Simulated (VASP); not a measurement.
# Si4GePt: single point with PBE

Si4GePt:

```xyz
6
Lattice="2.9313 -4.3426 0.0000 2.9313 4.3426 0.0000 0.0000 0.0000 4.0161" Properties=species:S:1:pos:R:3 pbc="T T T"
Si    2.9313    1.6374    0.0000
Si    2.9313   -1.6374    0.0000
Si    1.4656   -2.1713    2.0081
Si    1.4656    2.1713    2.0081
Ge    0.0000    0.0000    0.0000
Pt    2.9313    0.0000    2.0081
```

- Program: VASP 6.6.1
- Task: single point
- Functional: PBE
- Potentials or basis: VASP PAW PBE potentials, release 64 (Si, Ge_d, Pt)
- Cutoff: 520 eV
- k mesh: 8 × 8 × 10
- Occupations: gaussian, width 0.1 eV
- Spin: no spin polarisation
- Dipole correction: no
- Further INCAR settings: ALGO = Normal; EDIFF = 1e-07; NBANDS = 29

```
Pressure               : -0.1 GPa
Largest force          : 0.006 eV/Å
Band gap on the k mesh : zero (band 20 reaches 9.90 eV, above the bottom of band 21 at 7.42 eV)
```

Forces in eV/Å, atoms in the order of the input:
```
Si   0.000 -0.006  0.000
Si   0.000  0.006  0.000
Si   0.000  0.000  0.000
Si   0.000  0.000  0.000
Ge   0.000  0.000  0.000
Pt   0.000  0.000  0.000
```

Levels at points of the mesh, in eV from the Fermi level:
```tsv
k point	band 17	band 18	band 19	band 20	band 21	band 22	band 23	band 24
(0.00, 0.00, 0.00)	-3.13	-2.95	-0.84	-0.14	0.63	1.47	1.76	2.08
(0.50, 0.00, 0.00)	-1.79	-1.40	-1.37	-0.40	-0.05	1.58	1.75	2.15
(0.50, 0.50, 0.00)	-1.62	-1.48	-1.36	-0.03	0.17	0.46	1.38	1.73
(0.00, 0.00, 0.50)	-2.60	-1.79	-1.79	-1.53	-1.05	-0.17	-0.06	0.28
(0.50, 0.00, 0.50)	-3.36	-2.08	-1.38	-1.21	-0.02	0.60	1.65	2.53
(0.50, 0.50, 0.50)	-2.72	-2.21	-0.01	1.41	1.85	2.01	2.73	2.81
```

Wall time 6 min on 1 thread of Intel Xeon 6975P-C, on a shared host, peak memory 0.48 GiB.

Caveat: spin-orbit coupling is left out, which moves the levels of the heavy elements.
